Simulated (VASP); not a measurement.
# WSe2 in VASP: further runs

The runs below take WSe2 through single point, with PBE+D3(BJ).

Everything below comes from runs of VASP 6.6.1. Logs are shortened: lines on timing, memory, paths and dates and some standing lists are left out, and cuts for length are marked.

**1. The cell of the first run**

The cell holds a slab with vacuum, 3 atoms: a = 3.154 Å, b = 3.154 Å, c = 32.737 Å, α = 90.00°, β = 90.00°, γ = 120.00°.

**2. Single point, PBE+D3(BJ)**

INCAR

```
SYSTEM = WSe2
PREC = Accurate ; ENCUT = 520
EDIFF = 1E-6 ; ISMEAR = 0
SIGMA = 0.02 ; LREAL = .False.
LASPH = .True. ; NELM = 80
ALGO = Normal ; ISIF = 2
LWAVE = .False. ; LCHARG = .False.
LDIPOL = .True. ; IDIPOL = 3
DIPOL = 0.5 0.5 0.500 ; GGA = PE
IVDW = 12 ; NBANDS = 20
```

KPOINTS

```
regular mesh
0
Gamma
  9 9 1
  0 0 0
```

POSCAR

```
WSe2
1.0
    3.1540000000      0.0000000000      0.0000000000
   -1.5770000000      2.7314441236      0.0000000000
    0.0000000000      0.0000000000     32.7373831004
Se W
2 1
Direct
    0.3333333333      0.6666666667      0.4503167374
    0.3333333333      0.6666666667      0.5496832626
    0.6666666667      0.3333333333      0.5000000000
```

Potentials or basis: VASP PAW PBE potentials, release 64 (Se, W_sv).

Started as:

```sh
> cat potpaw_PBE.64/Se/POTCAR potpaw_PBE.64/W_sv/POTCAR > POTCAR
> mpirun -np 1 vasp_std > vasp.out
```

OUTCAR:

```text
SYSTEM = WSe2
   PREC = Accurate
   ENCUT = 520
   EDIFF = 1E-6
   ISMEAR = 0
   LREAL = .False.
   LASPH = .True.
   NELM = 80
   ISIF = 2
   GGA = PE
   IVDW = 12
 IVDW          = 12

 ion  position               nearest neighbor table
   1  0.333  0.667  0.450-   3 2.44   3 2.44   3 2.44
   2  0.333  0.667  0.550-   3 2.44   3 2.44   3 2.44
   3  0.667  0.333  0.500-   1 2.44   2 2.44   1 2.44   2 2.44   1 2.44   2 2.44

  LATTYP: Found a hexagonal cell.
 ALAT       =     3.1540000000
 C/A-ratio  =    10.3796395372

  Lattice vectors:

 A1 = (   3.1540000000,   0.0000000000,   0.0000000000)
 A2 = (  -1.5770000000,   2.7314441236,   0.0000000000)
 A3 = (   0.0000000000,   0.0000000000,  32.7373831004)

Analysis of symmetry for initial positions (statically):
=====================================================================
 Subroutine PRICEL returns:
 Original cell was already a primitive cell.

 Routine SETGRP: Setting up the symmetry group for a
 hexagonal supercell.

 Subroutine GETGRP returns: Found 12 space group operations
 (whereof 12 operations were pure point group operations)
 out of a pool of 24 trial point group operations.

The static configuration has the point symmetry D_3h.

Analysis of symmetry for dynamics (positions and initial velocities):
=====================================================================
 Subroutine PRICEL returns:
 Original cell was already a primitive cell.

 Routine SETGRP: Setting up the symmetry group for a
 hexagonal supercell.

 Subroutine GETGRP returns: Found 12 space group operations
 (whereof 12 operations were pure point group operations)
 out of a pool of 24 trial point group operations.

The dynamic configuration has the point symmetry D_3h.

 Subroutine INISYM returns: Found 12 space group operations
 (whereof 12 operations are pure point group operations),
 and found     1 'primitive' translations

----------------------------------------------------------------------------------------

                                     Primitive cell

  volume of cell :     282.0317

  direct lattice vectors                    reciprocal lattice vectors
     3.154000000  0.000000000  0.000000000     0.317057705  0.183053351  0.000000000
    -1.577000000  2.731444124  0.000000000     0.000000000  0.366106702  0.000000000
     0.000000000  0.000000000 32.737383100     0.000000000  0.000000000  0.030546119

[... 75 lines left out ...]
   NSW    =      0    number of steps for IOM
   IBRION =     -1    ionic relax: 0-MD 1-quasi-New 2-CG
   NFREE  =      0    steps in history (QN), initial steepest desc. (CG)
   ISIF   =      2    stress and relaxation
   ISYM   =      2    0-nonsym 1-usesym 2-fastsym
   POTIM  = 0.5000    time-step for ionic-motion
   TEBEG  =    0.0;   TEEND  =   0.0 temperature during run
   PSTRESS=    0.0 pullay stress
   NELECT =      26.0000    total number of electrons
   NUPDOWN=      -1.0000    fix difference up-down
   EMIN   =  10.00;   EMAX   =-10.00  energy-range for DOS
   EFERMI =   0.00;   METHOD = LEGACY
   ISMEAR =     0;   SIGMA  =   0.02  broadening in eV -4-tet -1-fermi 0-gaus
   EFERMI_NEDOS =   21; number of points for ismear=-14 and -15
   IALGO  =     38    algorithm
   IMIX   =      4    mixing-type and parameters
     AMIX     =   0.40;   BMIX     =  1.00
     AMIX_MAG =   1.60;   BMIX_MAG =  1.00
  volume/ion in A,a.u.               =      94.01       634.41
  Fermi-wavevector in a.u.,A,eV,Ry     =   0.739548  1.397544  7.441460  0.546932
  Thomas-Fermi vector in A             =   1.833738
   LORBIT       =      0    0 simple, 1 ext, 2 COOP (PROOUT), +10 PAW based schemes
   GGA     = PE    functional components
   LHFCALC =     F    Hartree Fock is set to
   AEXX    =    0.0000 exact exchange contribution
   IVDW    =    12    specifies the selected vdW correction
   LEPSILON=     F    determine dielectric tensor
   LRPA    =     F    only Hartree local field effects (RPA)
 non-spin polarized calculation
 Gauss-broadening in eV      SIGMA  =   0.02
  energy-cutoff  :      520.00
  volume of cell :      282.03
 maximum number of plane-waves:      7630
 NGX is ok and might be reduce to    24
   NGX = 11   NGY = 11   NGZ =121

 number of electron      25.9999998 magnetization

 dipolmoment           0.000000      0.000000     -0.000000 electrons x Angstroem

 Free energy of the ion-electron system (eV)
  ---------------------------------------------------
  ext. energy  EPLUGINS =         0.00000000
  ---------------------------------------------------
  free energy    TOTEN  =       -21.10181951 eV

  energy without entropy =      -21.10181951  energy(sigma->0) =      -21.10181951

 E-fermi :  -2.5926     XC(G=0):  -2.5468

 val. band max:       -2.7317021021   @ k =   0.3333   0.3333   0.0000
 cond. band min:      -0.8095169759   @ k =   0.2222   0.1111   0.0000
 fundamental gap:      1.9221851262
 Fermi energy:        -2.5926128790

 k-point     1 :       0.0000    0.0000    0.0000
  band No.  band energies     occupation
      1     -76.4422      2.00000
      2     -40.8472      2.00000
      3     -40.5846      2.00000
      4     -40.5846      2.00000
      5     -18.2619      2.00000
      6     -16.6912      2.00000
[... 265 lines left out ...]
     19       4.2746      0.00000
     20       6.2330      0.00000

------------------------ aborting loop because EDIFF is reached ----------------------------------------

 vacuum level on the upper side and lower side of the slab       (xc-potential included)        -0.132        -0.132

 Edisp (eV)   -1.11517

 E8    (eV) :    -0.5302

  FORCE on cell =-STRESS in cart. coord.  units (eV):
  Direction    XX          YY          ZZ          XY          YZ          ZX
  --------------------------------------------------------------------------------------
  -------------------------------------------------------------------------------------
  Total       6.94226     6.94226     7.57281     0.00000     0.00000     0.00000
  in kB      39.43789    39.43789    43.01995     0.00000     0.00000     0.00000
  external pressure =       40.63 kB  Pullay stress =        0.00 kB

 VOLUME and BASIS-vectors are now :
 -----------------------------------------------------------------------------
  energy-cutoff  :      520.00
  volume of cell :      282.03
      direct lattice vectors                 reciprocal lattice vectors
     3.154000000  0.000000000  0.000000000     0.317057705  0.183053351  0.000000000
    -1.577000000  2.731444124  0.000000000     0.000000000  0.366106702  0.000000000
     0.000000000  0.000000000 32.737383100     0.000000000  0.000000000  0.030546119

 POSITION                                       TOTAL-FORCE (eV/Angst)
 -----------------------------------------------------------------------------------
     -0.00000      1.82096     14.74219        -0.000000      0.000000     -2.331870
     -0.00000      1.82096     17.99519        -0.000000      0.000000      2.331870
      1.57700      0.91048     16.36869         0.000000     -0.000000      0.000000
 -----------------------------------------------------------------------------------
    total drift:                               -0.000000      0.000000      0.000000

  FREE ENERGIE OF THE ION-ELECTRON SYSTEM (eV)
  ---------------------------------------------------
  free  energy   TOTEN  =       -22.2169918490 eV

  energy  without entropy=      -22.2169918490  energy(sigma->0) =      -22.21699185

 vacuum level on the upper side and lower side of the slab         2.293         2.293
```

Wall time 48 s (1 thread of Intel Xeon 6975P-C (Granite Rapids), shared host); peak memory 0.4 GiB.

Results:

| Property | Result |
| --- | --- |
| Free energy | -22.2170 eV |
| Largest force | 2.332 eV/Å |
| Band gap on the k mesh | 1.92 eV, indirect (least direct gap 2.01 eV) |
| Dispersion energy per atom | -0.372 eV |

Forces on the atoms (eV/Å):
```
Se   0.000  0.000 -2.332
Se   0.000  0.000  2.332
W    0.000  0.000  0.000
```

Levels at points of the mesh, in eV from the valence-band top:
| k point | band 10 | band 11 | band 12 | band 13 | band 14 | band 15 | band 16 | band 17 |
| --- | --- | --- | --- | --- | --- | --- | --- | --- |
| (0.00, 0.00, 0.00) | -2.42 | -1.16 | -1.16 | -0.55 | 3.52 | 3.52 | 3.83 | 3.83 |

Caveat: spin-orbit coupling is left out, which moves the levels of the heavy elements.

**3. Single point, PBE+D3(BJ)**

INCAR

```
ALGO = Normal
DIPOL = 0.5 0.5 0.500
EDIFF = 1E-7
ENCUT = 520
GGA = PE
IDIPOL = 3
ISIF = 2
ISMEAR = 0
IVDW = 12
LASPH = True
LCHARG = False
LDIPOL = True
LREAL = False
LWAVE = False
NBANDS = 20
NELM = 60
PREC = Accurate
SIGMA = 0.02
```

KPOINTS

```
k-points
0
Gamma
  9 9 1
```

POSCAR

```
WSe2
1.0
    3.1540000000      0.0000000000      0.0000000000
   -1.5770000000      2.7314441236      0.0000000000
    0.0000000000      0.0000000000     32.7373831004
Se W
2 1
Direct
    0.3333333333      0.6666666667      0.4485450625
    0.3333333333      0.6666666667      0.5514549375
    0.6666666667      0.3333333333      0.5000000000
```

Potentials or basis: VASP PAW PBE potentials, release 64 (Se, W_sv).

Started as:

```sh
> cat potpaw_PBE.64/Se/POTCAR potpaw_PBE.64/W_sv/POTCAR > POTCAR
> mpirun -np 1 vasp_std > vasp.out
```

It took 51 s on 1 thread of Intel Xeon 6975P-C (Granite Rapids), shared host; peak memory 0.41 GiB.

The run converged. Its results:

- Free energy: -22.4110 eV
- Largest force: 1.046 eV/Å
- Band gap on the k mesh: 1.70 eV, indirect (least direct gap 2.16 eV)
- Dispersion energy per atom: -0.367 eV

Forces on the atoms (eV/Å):
```
Se   0.000  0.000 -1.046
Se   0.000  0.000  1.046
W    0.000  0.000  0.000
```

Levels at points of the mesh, in eV from the valence-band top:
```csv
k point,band 9,band 10,band 11,band 12,band 13,band 14,band 15,band 16,band 17,band 18
"(0.00, 0.00, 0.00)",-2.22,-2.22,-0.93,-0.93,-0.77,3.46,3.46,3.63,3.63,4.39
```

Caveat: spin-orbit coupling is left out, which moves the levels of the heavy elements.

[end of part 1 of 2]
